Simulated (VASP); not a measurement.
# Fe (Im-3m) in VASP: a series of runs

Runs on Fe. Level: PBE. Tasks: single point.

All numbers are computed with VASP 6.6.1; they aren't measurements. Logs are shortened: lines on timing, memory, paths and dates and some standing lists are left out, and cuts for length are marked.

### 1 The cell of the first run

Symmetry: Im-3m, No. 229, cubic system. The conventional cell has a = 2.895 Å, b = 2.895 Å, c = 2.895 Å, α = 90.00°, β = 90.00°, γ = 90.00°. Within 3.3 Å of Fe (site symmetry m-3m) lie 14 Fe at 2.51 to 2.90 Å.

### 2 Single point, PBE, collinear spin, ferromagnetic start

INCAR reads:

```
PREC = Accurate
ENCUT = 600
EDIFF = 1E-6
ISMEAR = -1
SIGMA = 0.05
LREAL = False
LASPH = True
NELM = 200
ALGO = Normal
ISIF = 2
LWAVE = False
LCHARG = True
ISPIN = 2
MAGMOM = 1.04
LORBIT = 11
NUPDOWN = 1.04
LMAXMIX = 4
GGA = PE
LELF = True
LVHAR = True
NBANDS = 14
GGA_COMPAT = False
```

KPOINTS reads:

```
regular mesh
0
Gamma
  13 13 13
```

POSCAR reads:

```
Fe
1.0
   -1.4475000000      1.4475000000      1.4475000000
    1.4475000000     -1.4475000000      1.4475000000
    1.4475000000      1.4475000000     -1.4475000000
Fe
1
Direct
    0.0000000000      0.0000000000      0.0000000000
```

Potentials or basis: VASP PAW PBE potentials, release 64 (Fe).

Run with:

```sh
$ cat potpaw_PBE.64/Fe/POTCAR > POTCAR
$ mpirun -np 1 vasp_std > vasp.out
```

OUTCAR:

```text
PREC = Accurate
   ENCUT = 600
   EDIFF = 1E-6
   ISMEAR = -1
   LREAL = False
   LASPH = True
   NELM = 200
   ISIF = 2
   ISPIN = 2
   LORBIT = 11
   NUPDOWN = 1.04
   GGA = PE

 ion  position               nearest neighbor table
   1  0.000  0.000  0.000-

  LATTYP: Found a body centered cubic cell.
 ALAT       =     2.8950000000

  Lattice vectors:

 A1 = (  -1.4475000000,   1.4475000000,   1.4475000000)
 A2 = (   1.4475000000,  -1.4475000000,   1.4475000000)
 A3 = (   1.4475000000,   1.4475000000,  -1.4475000000)

Analysis of symmetry for initial positions (statically):
=====================================================================
 Subroutine PRICEL returns:
 Original cell was already a primitive cell.

 Routine SETGRP: Setting up the symmetry group for a
 body centered cubic supercell.

 Subroutine GETGRP returns: Found 48 space group operations
 (whereof 48 operations were pure point group operations)
 out of a pool of 48 trial point group operations.

The static configuration has the point symmetry O_h .

Analysis of symmetry for dynamics (positions and initial velocities):
=====================================================================
 Subroutine PRICEL returns:
 Original cell was already a primitive cell.

 Routine SETGRP: Setting up the symmetry group for a
 body centered cubic supercell.

 Subroutine GETGRP returns: Found 48 space group operations
 (whereof 48 operations were pure point group operations)
 out of a pool of 48 trial point group operations.

The dynamic configuration has the point symmetry O_h .

Analysis of structural, dynamic, and magnetic symmetry:
=====================================================================
 Subroutine PRICEL returns:
 Original cell was already a primitive cell.

 Routine SETGRP: Setting up the symmetry group for a
 body centered cubic supercell.

 Subroutine GETGRP returns: Found 48 space group operations
 (whereof 48 operations were pure point group operations)
 out of a pool of 48 trial point group operations.

The overall configuration has the point symmetry O_h .

 Subroutine INISYM returns: Found 48 space group operations
 (whereof 48 operations are pure point group operations),
 and found     1 'primitive' translations

----------------------------------------------------------------------------------------

                                     Primitive cell

  volume of cell :      12.1315

  direct lattice vectors                    reciprocal lattice vectors
    -1.447500000  1.447500000  1.447500000     0.000000000  0.345423143  0.345423143
     1.447500000 -1.447500000  1.447500000     0.345423143  0.000000000  0.345423143
     1.447500000  1.447500000 -1.447500000     0.345423143  0.345423143  0.000000000

  length of vectors
     2.507143544  2.507143544  2.507143544     0.488502094  0.488502094  0.488502094

  position of ions in fractional coordinates (direct lattice)
     0.000000000  0.000000000  0.000000000

  ion indices of the primitive-cell ions
   primitive index   ion index
                 1           1

----------------------------------------------------------------------------------------

 KPOINTS: regular mesh

Automatic generation of k-mesh.
 Grid dimensions read from file:
 generate k-points for:   13   13   13

 Generating k-lattice:

  Cartesian coordinates                     Fractional coordinates (reciprocal lattice)
     0.000000000  0.026571011  0.026571011     0.076923077  0.000000000  0.000000000
     0.026571011  0.000000000  0.026571011     0.000000000  0.076923077  0.000000000
     0.026571011  0.026571011  0.000000000     0.000000000  0.000000000  0.076923077

  Length of vectors
     0.037577084  0.037577084  0.037577084

  Shift w.r.t. Gamma in fractional coordinates (k-lattice)
     0.000000000  0.000000000  0.000000000

 Subroutine IBZKPT returns following result:
 ===========================================

 Found     84 irreducible k-points:

 Following reciprocal coordinates:
            Coordinates               Weight
  0.000000  0.000000  0.000000      1.000000
  0.076923  0.000000  0.000000     12.000000
  0.153846  0.000000  0.000000     12.000000
  0.230769  0.000000  0.000000     12.000000
  0.307692  0.000000  0.000000     12.000000
  0.384615  0.000000  0.000000     12.000000
[... 16 lines left out ...]
  0.153846  0.076923  0.076923     24.000000
  0.230769  0.076923  0.076923     24.000000
 [... further k-points ...]
   k-points           NKPTS =     84   k-points in BZ     NKDIM =     84   number of bands    NBANDS=     14
   number of dos      NEDOS =    301   number of ions     NIONS =      1
   total plane-waves  NPLWV =   8000
   dimension x,y,z NGX =    20 NGY =   20 NGZ =   20
   dimension x,y,z NGXF=    40 NGYF=   40 NGZF=   40
   ions per type =               1
   NGX,Y,Z   is equivalent  to a cutoff of  13.26, 13.26, 13.26 a.u.
   NGXF,Y,Z  is equivalent  to a cutoff of  26.52, 26.52, 26.52 a.u.
 SYSTEM =  unknown system
   PREC   = accura    normal or accurate (medium, high low for compatibility)
   ISTART =      0    job   : 0-new  1-cont  2-samecut
   ICHARG =      2    charge: 1-file 2-atom 10-const
   ISPIN  =      2    spin polarized calculation?
   LNONCOLLINEAR =      F non collinear calculations
   LSORBIT =      F    spin-orbit coupling
   LASPH  =      T    aspherical Exc in radial PAW
   ENCUT  =  600.0 eV  44.10 Ry    6.64 a.u.   5.01  5.01  5.01*2*pi/ulx,y,z
   NELM   =    200;   NELMIN=  2; NELMDL= -5     # of ELM steps
   EDIFF  = 0.1E-05   stopping-criterion for ELM
   LREAL  =      F    real-space projection
   EDIFFG = 0.1E-04   stopping-criterion for IOM
   NSW    =      0    number of steps for IOM
   IBRION =     -1    ionic relax: 0-MD 1-quasi-New 2-CG
   NFREE  =      0    steps in history (QN), initial steepest desc. (CG)
   ISIF   =      2    stress and relaxation
   ISYM   =      2    0-nonsym 1-usesym 2-fastsym
   POTIM  = 0.5000    time-step for ionic-motion
   TEBEG  =    0.0;   TEEND  =   0.0 temperature during run
   PSTRESS=    0.0 pullay stress
   NELECT =       8.0000    total number of electrons
   NUPDOWN=       1.0400    fix difference up-down
   EMIN   =  10.00;   EMAX   =-10.00  energy-range for DOS
   EFERMI =   0.00;   METHOD = LEGACY
   ISMEAR =    -1;   SIGMA  =   0.05  broadening in eV -4-tet -1-fermi 0-gaus
   EFERMI_NEDOS =   21; number of points for ismear=-14 and -15
   IALGO  =     38    algorithm
   IMIX   =      4    mixing-type and parameters
     AMIX     =   0.40;   BMIX     =  1.00
     AMIX_MAG =   1.60;   BMIX_MAG =  1.00
  volume/ion in A,a.u.               =      12.13        81.87
  Fermi-wavevector in a.u.,A,eV,Ry     =   1.424950  2.692765 27.626387  2.030482
  Thomas-Fermi vector in A             =   2.545386
   LORBIT       =     11    0 simple, 1 ext, 2 COOP (PROOUT), +10 PAW based schemes
   GGA     = PE    functional components
   LHFCALC =     F    Hartree Fock is set to
   AEXX    =    0.0000 exact exchange contribution
   IVDW    =     0    specifies the selected vdW correction
   LEPSILON=     F    determine dielectric tensor
   LRPA    =     F    only Hartree local field effects (RPA)
 spin polarized calculation
  energy-cutoff  :      600.00
  volume of cell :       12.13
 maximum number of plane-waves:       420
   NGX =  9   NGY =  9   NGZ =  9

 number of electron       7.9999995 magnetization       1.0399999

 Free energy of the ion-electron system (eV)
  ---------------------------------------------------
  ext. energy  EPLUGINS =         0.00000000
  ---------------------------------------------------
  free energy    TOTEN  =        -7.86069196 eV

  energy without entropy =       -7.84342905  energy(sigma->0) =       -7.85206050

 E-fermi :   5.6104     XC(G=0): -12.7804

 val. band max:        5.6100350803   @ k =   0.1538   0.1538   0.0000
 cond. band min:       4.8574387440   @ k =  -0.2308   0.2308   0.1538
 fundamental gap:     -0.7525963363
 Fermi energy:         4.8545176569

 spin component 1

 k-point     1 :       0.0000    0.0000    0.0000
  band No.  band energies     occupation
      1      -2.7982      1.00000
      2       3.4738      1.00000
      3       3.4738      1.00000
      4       3.4738      1.00000
      5       4.3736      0.99993
      6       4.3736      0.99993
      7      29.5700      0.00000
      8      29.5700      0.00000
      9      29.5700      0.00000
     10      34.2171      0.00000
     11      34.2171      0.00000
     12      36.3988      0.00000
     13      36.4140      0.00000
     14      36.4318      0.00000
[... 375 lines left out ...]
 k-point    24 :       0.2308    0.0769    0.0769
  band No.  band energies     occupation
      1       0.5616      1.00000
      2       2.6879      1.00000
      3       2.9576      1.00000
      4       4.3945      0.99990
      5       4.4808      0.99943
      6       5.6873      0.00000
      7      18.1013      0.00000
      8      22.0827      0.00000
      9      23.7317      0.00000
     10      31.1587      0.00000
     11      34.8578      0.00000
     12      37.1017      0.00000
     13      38.9419      0.00000
     14      42.2084      0.00000

 [... further k-points ...]

 spin component 2

 k-point     1 :       0.0000    0.0000    0.0000
  band No.  band energies     occupation
      1      -2.8328      1.00000
      2       4.1433      1.00000
      3       4.1434      1.00000
      4       4.1434      1.00000
      5       6.1906      0.00001
      6       6.1908      0.00001
      7      29.2728      0.00000
      8      29.2728      0.00000
      9      29.2728      0.00000
     10      34.3474      0.00000
     11      34.3474      0.00000
     12      36.4544      0.00000
     13      36.4544      0.00000
     14      36.4545      0.00000
[... 375 lines left out ...]
 k-point    24 :       0.2308    0.0769    0.0769
  band No.  band energies     occupation
      1       0.6591      1.00000
      2       3.3020      1.00000
      3       3.6099      1.00000
      4       5.9728      0.00071
      5       6.2851      0.00000
      6       6.3888      0.00000
      7      18.3533      0.00000
      8      22.1722      0.00000
      9      23.9511      0.00000
     10      30.9979      0.00000
     11      35.0406      0.00000
     12      37.1407      0.00000
     13      38.9726      0.00000
     14      42.3094      0.00000

 [... further k-points ...]
[... 5 lines left out ...]
  --------------------------------------------------------------------------------------
  -------------------------------------------------------------------------------------
  Total       -1.7842107     -1.7842107     -1.7842107     -0.0000000      0.0000000     -0.0000000
  in kB     -235.6356599   -235.6356599   -235.6356599     -0.0000000      0.0000000     -0.0000000
  external PRESSURE =    -235.6356599 kB  Pullay stress =       0.0000000 kB

 VOLUME and BASIS-vectors are now :
 -----------------------------------------------------------------------------
  energy-cutoff  :      600.00
  volume of cell :       12.13
      direct lattice vectors                 reciprocal lattice vectors
    -1.447500000  1.447500000  1.447500000     0.000000000  0.345423143  0.345423143
     1.447500000 -1.447500000  1.447500000     0.345423143  0.000000000  0.345423143
     1.447500000  1.447500000 -1.447500000     0.345423143  0.345423143  0.000000000

 POSITION                                       TOTAL-FORCE (eV/Angst)
 -----------------------------------------------------------------------------------
      0.00000      0.00000      0.00000        -0.000000      0.000000     -0.000000
 -----------------------------------------------------------------------------------
    total drift:                                0.000000      0.000000      0.000000

  FREE ENERGIE OF THE ION-ELECTRON SYSTEM (eV)
  ---------------------------------------------------
  free  energy   TOTEN  =        -7.8606919599 eV

  energy  without entropy=       -7.8434290459  energy(sigma->0) =       -7.85206050

 total charge

# of ion       s       p       d       tot
------------------------------------------
    1        0.453   0.476   6.207   7.136

 magnetization (x)

# of ion       s       p       d       tot
------------------------------------------
    1       -0.011  -0.058   1.136   1.066
```

It took 58 s on 1 thread of Intel Xeon 8259CL, shared host; peak memory 0.15 GiB.

What came out:

```
Free energy                                           : -7.8607 eV
Pressure                                              : -23.6 GPa
Net moment                                            : 1.04 μB per cell
Site moments                                          : Fe +1.07 μB
Valence electrons inside the program's atomic spheres : Fe 7.14
```

Caveat: the total moment is fixed, so each spin has its own Fermi level.

### 3 Single point, PBE, collinear spin, ferromagnetic start

INCAR reads:

```
SYSTEM = Fe
ALGO     = Normal         ! electronic algorithm
EDIFF    = 1E-6           ! SCF threshold, eV
ENCUT    = 600            ! plane-wave cutoff, eV
GGA      = PE             ! functional
GGA_COMPAT= .FALSE.      
ISIF     = 2              ! what is computed and relaxed
ISMEAR   = -1             ! smearing method
ISPIN    = 2              ! spin polarisation
LASPH    = .TRUE.         ! aspherical terms in the spheres
LCHARG   = .FALSE.        ! write CHGCAR
LMAXMIX  = 4              ! l up to which the mixer works
LORBIT   = 11             ! projections on sites
LREAL    = .FALSE.        ! projectors in reciprocal space
LWAVE    = .FALSE.        ! write WAVECAR
MAGMOM   = 2.08           ! initial moments
NBANDS   = 14             ! bands
NELM     = 200            ! most SCF steps
NUPDOWN  = 2.08           ! fixed moment
PREC     = Accurate       ! precision mode
SIGMA    = 0.05           ! smearing width, eV
```

KPOINTS reads:

```
k-points
0
G
  13 13 13
  0 0 0
```

POSCAR is that of step 2.

Potentials or basis: VASP PAW PBE potentials, release 64 (Fe).

Run with:

```sh
$ cat potpaw_PBE.64/Fe/POTCAR > POTCAR
$ mpirun -np 1 vasp_std > vasp.out
```

Wall time 52 s (1 thread of Intel Xeon 8259CL, shared host); peak memory 0.15 GiB.

Results (log left out):

```yaml
Free_energy: -8.2009 eV
Pressure: -14.3 GPa
Net_moment: 2.08 μB per cell
Site_moments: Fe +2.10 μB
Valence_electrons_inside_the_program's_atomic_spheres: Fe 7.14
```

Caveat: the total moment is fixed, so each spin has its own Fermi level.
